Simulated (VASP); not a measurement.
# Mg in VASP: further runs, part 2 of 3

VASP 6.6.1.

### Step 3. Single point, PBE

The input, INCAR:

```
SYSTEM = Mg
PREC = Accurate
ENCUT = 520
EDIFF = 1E-7
ISMEAR = 0
SIGMA = 0.15
LREAL = Auto
LASPH = .TRUE.
NELM = 100
ALGO = Normal
ISIF = 2
LWAVE = .FALSE.
LCHARG = .FALSE.
GGA = PE
NBANDS = 31
```

The input, KPOINTS:

```
Automatic mesh
0
G
  3 3 1
  0 0 0
```

The input, POSCAR:

```
Mg
1.0
    6.4200000000      0.0000000000      0.0000000000
    3.2100000000      5.5598830000      0.0000000000
    0.0000000000      0.0000000000     19.8195600000
Mg
17
Direct
   -0.1666666367      0.3333332734      0.0504552069
    0.3333333633      0.3333332734      0.0504552069
   -0.1666666817      0.8333333633      0.0504552069
    0.3333333183      0.8333333633      0.0504552069
    0.0007445998      0.0007189000      0.1850385175
    0.5014030282     -0.0005904801      0.1858182018
   -0.0005622600      0.5013752987      0.1858180000
    0.5014642726      0.5014431059      0.1858287470
   -0.1652978850      0.3340939009      0.3144821580
    0.3344127286      0.3344237640      0.3126583032
   -0.1654259231      0.8345409427      0.3145152062
    0.3341162085      0.8346607294      0.3144786766
    0.0014368693      0.0013888781      0.4512316116
    0.5003385380      0.0038578150      0.4485763559
    0.0037850905      0.5004080122      0.4486442686
    0.5003031928      0.5002842686      0.4487292856
    0.6724309682      0.6738692163      0.5848771113
```

Potentials or basis: VASP PAW PBE potentials, release 64 (Mg).

Run with:

```bash
$ cat potpaw_PBE.64/Mg/POTCAR > POTCAR
$ mpirun -np 1 vasp_std > vasp.out
```

OUTCAR:

```text
SYSTEM = Mg
   PREC = Accurate
   ENCUT = 520
   EDIFF = 1E-7
   ISMEAR = 0
   LREAL = Auto
   LASPH = .TRUE.
   NELM = 100
   ISIF = 2
   GGA = PE

 ion  position               nearest neighbor table
   1  0.833  0.333  0.050-   4 3.21   3 3.21   2 3.21   2 3.21   3 3.21   4 3.21   5 3.25   8 3.26
                             7 3.26
   2  0.333  0.333  0.050-   3 3.21   4 3.21   1 3.21   1 3.21   4 3.21   3 3.21   7 3.26   6 3.26
                             8 3.27
   3  0.833  0.833  0.050-   2 3.21   1 3.21   4 3.21   4 3.21   1 3.21   2 3.21   5 3.25   6 3.26
                             7 3.26
   4  0.333  0.833  0.050-   1 3.21   2 3.21   3 3.21   3 3.21   2 3.21   1 3.21   5 3.25   8 3.26
                             6 3.26
   5  0.001  0.001  0.185-  11 3.16  12 3.16   9 3.17   6 3.21   7 3.21   8 3.21   8 3.21   7 3.21
                             6 3.21   4 3.25   1 3.25   3 3.25
   6  0.501  0.999  0.186-  10 3.13  12 3.15  11 3.15   8 3.20   7 3.20   5 3.21   5 3.21   7 3.22
                             8 3.22   3 3.26   2 3.26   4 3.26
   7  0.999  0.501  0.186-  10 3.13   9 3.15  11 3.15   8 3.20   6 3.20   5 3.21   5 3.21   6 3.22
                             8 3.22   3 3.26   2 3.26   1 3.26
   8  0.501  0.501  0.186-  10 3.13  12 3.15   9 3.15   6 3.20   7 3.20   5 3.21   5 3.21   7 3.22
                             6 3.22   1 3.26   4 3.26   2 3.27
   9  0.835  0.334  0.314-   7 3.15   8 3.15   5 3.17  12 3.21  11 3.21  10 3.21  10 3.21  11 3.21
                            12 3.21  16 3.25  15 3.25  13 3.28
  10  0.334  0.334  0.313-   8 3.13   7 3.13   6 3.13   9 3.21  12 3.21  11 3.21  11 3.21  12 3.21
                             9 3.21  14 3.26  15 3.26  16 3.27
  11  0.835  0.835  0.315-   7 3.15   6 3.15   5 3.16  12 3.21   9 3.21  10 3.21  10 3.21   9 3.21
                            12 3.21  14 3.24  15 3.24  13 3.28
  12  0.334  0.835  0.314-   6 3.15   8 3.15   5 3.16   9 3.21  11 3.21  10 3.21  10 3.21  11 3.21
                             9 3.21  16 3.25  14 3.25  13 3.28
  13  0.001  0.001  0.451-  15 3.21  14 3.21  16 3.21  16 3.21  14 3.21  15 3.21  12 3.28   9 3.28
                            11 3.28
  14  0.500  0.004  0.449-  16 3.19  15 3.19  13 3.21  13 3.21  15 3.23  16 3.23  11 3.24  12 3.25
                            10 3.26  17 3.27
  15  0.004  0.500  0.449-  16 3.19  14 3.19  13 3.21  13 3.21  14 3.23  16 3.23  11 3.24   9 3.25
                            10 3.26  17 3.27
  16  0.500  0.500  0.449-  14 3.19  15 3.19  13 3.21  13 3.21  15 3.23  14 3.23  12 3.25   9 3.25
                            10 3.27  17 3.31
  17  0.672  0.674  0.585-  14 3.27  15 3.27  16 3.31

  LATTYP: Found a hexagonal cell.
 ALAT       =     6.4199999201
[... 182 lines left out ...]
 number of electron      34.0000000 magnetization

 Free energy of the ion-electron system (eV)
  ---------------------------------------------------
  ext. energy  EPLUGINS =         0.00000000
  ---------------------------------------------------
  free energy    TOTEN  =       -21.88113796 eV

  energy without entropy =      -21.68926746  energy(sigma->0) =      -21.78520271

 E-fermi :   0.0079     XC(G=0):  -5.7330

 val. band max:       -0.0057406996   @ k =   0.3333   0.3333   0.0000
 cond. band min:       0.0259282789   @ k =   0.0000   0.0000   0.0000
 fundamental gap:      0.0316689784
 Fermi energy:         0.0078738945

 k-point     1 :       0.0000    0.0000    0.0000
  band No.  band energies     occupation
      1      -6.6310      2.00000
      2      -5.8734      2.00000
      3      -4.7396      2.00000
      4      -3.2017      2.00000
      5      -1.9786      2.00000
      6      -1.8902      2.00000
[... 149 lines left out ...]
     28       2.3515      0.00000
     29       2.9245      0.00000
 [bands above 29 left out]

------------------------ aborting loop because EDIFF is reached ----------------------------------------

  FORCE on cell =-STRESS in cart. coord.  units (eV):
  Direction    XX          YY          ZZ          XY          YZ          ZX
  --------------------------------------------------------------------------------------
  -------------------------------------------------------------------------------------
  Total       -5.1011354     -5.0700718     -0.3277927     -0.0247594     -0.0401422     -0.0663236
  in kB      -11.5526801    -11.4823295     -0.7423611     -0.0560733     -0.0909112     -0.1502050
  external PRESSURE =      -7.9257902 kB  Pullay stress =       0.0000000 kB

 VOLUME and BASIS-vectors are now :
 -----------------------------------------------------------------------------
  energy-cutoff  :      520.00
  volume of cell :      707.45
      direct lattice vectors                 reciprocal lattice vectors
     6.420000000  0.000000000  0.000000000     0.155763240 -0.089929950  0.000000000
     3.210000000  5.559883000  0.000000000     0.000000000  0.179859900  0.000000000
     0.000000000  0.000000000 19.819560000     0.000000000  0.000000000  0.050455207

 POSITION                                       TOTAL-FORCE (eV/Angst)
 -----------------------------------------------------------------------------------
      6.42000      1.85329      1.00000         0.002841      0.030566      0.016864
      3.21000      1.85329      1.00000         0.002103      0.001209     -0.012307
      8.02500      4.63324      1.00000        -0.023560     -0.013677      0.018672
      4.81500      4.63324      1.00000         0.027922     -0.012906      0.016967
      0.00709      0.00400      3.66738        -0.001186     -0.000738     -0.004705
      6.42711      5.55660      3.68283         0.000577      0.001417      0.001571
[... 9 lines left out ...]
      4.81786      2.78152      8.89362         0.009790      0.005819      0.004998
      6.48013      3.74663     11.59201        -0.005769     -0.003733     -0.024866
 -----------------------------------------------------------------------------------
    total drift:                               -0.002875     -0.001417      0.004893

  FREE ENERGIE OF THE ION-ELECTRON SYSTEM (eV)
  ---------------------------------------------------
  free  energy   TOTEN  =       -21.8811379622 eV

  energy  without entropy=      -21.6892674575  energy(sigma->0) =      -21.78520271
```

OSZICAR:

```text
N       E                     dE             d eps       ncg     rms          rms(c)
DAV:   1     0.505340548997E+02    0.50534E+02   -0.87795E+03   310   0.740E+02
DAV:   2    -0.190425428914E+02   -0.69577E+02   -0.64695E+02   377   0.887E+01
DAV:   3    -0.230812179224E+02   -0.40387E+01   -0.38945E+01   420   0.189E+01
[... 12 lines left out ...]
DAV:  16    -0.218811343986E+02   -0.54161E-05   -0.42106E-06   310   0.885E-03    0.182E-03
DAV:  17    -0.218811368965E+02   -0.24979E-05   -0.18437E-06   310   0.491E-03    0.773E-04
DAV:  18    -0.218811377445E+02   -0.84804E-06   -0.46367E-07   351   0.246E-03    0.328E-04
DAV:  19    -0.218811379642E+02   -0.21966E-06   -0.64044E-08   283   0.969E-04    0.158E-04
DAV:  20    -0.218811379622E+02    0.19718E-08   -0.22431E-08   211   0.558E-04
   1 F= -.21881138E+02 E0= -.21785203E+02  d E =-.191871E+00
```

stdout:

```text
POSCAR found type information on POSCAR Mg
 POSCAR found :  1 types and      17 ions
 scaLAPACK will be used
 LDA part: xc-table for (Slater+PW92), standard interpolation
 POSCAR, INCAR and KPOINTS ok, starting setup
 FFT: planning ... GRIDC
 FFT: planning ... GRID_SOFT
 FFT: planning ... GRID
 WAVECAR not read
 entering main loop
```

Run time: 1.9 min. Hardware: 1 thread of Intel Xeon 6975P-C (Granite Rapids), shared host; peak memory 0.65 GiB.

What came out:

```yaml
Free_energy: -21.8811 eV
Largest_force: 0.035 eV/Å
Band_gap_on_the_k_mesh: zero (band 17 reaches 0.13 eV, above the bottom of band 18 at -0.45 eV)
```

Forces on the atoms (eV/Å):
```
Mg   0.003  0.031  0.017
Mg   0.002  0.001 -0.012
Mg  -0.024 -0.014  0.019
Mg   0.028 -0.013  0.017
Mg  -0.001 -0.001 -0.005
Mg   0.001  0.001  0.002
Mg   0.001  0.000  0.001
Mg  -0.003 -0.002 -0.001
Mg  -0.003  0.001  0.001
Mg   0.002  0.001 -0.002
Mg  -0.001  0.000  0.000
Mg   0.000 -0.003  0.001
Mg  -0.001 -0.001 -0.006
Mg  -0.003 -0.003 -0.006
Mg  -0.004 -0.002 -0.006
Mg   0.010  0.006  0.005
Mg  -0.006 -0.004 -0.025
```

Caveat: the k points lie up to 0.38 Å⁻¹ apart.

(Continued in part 3 of 3.)
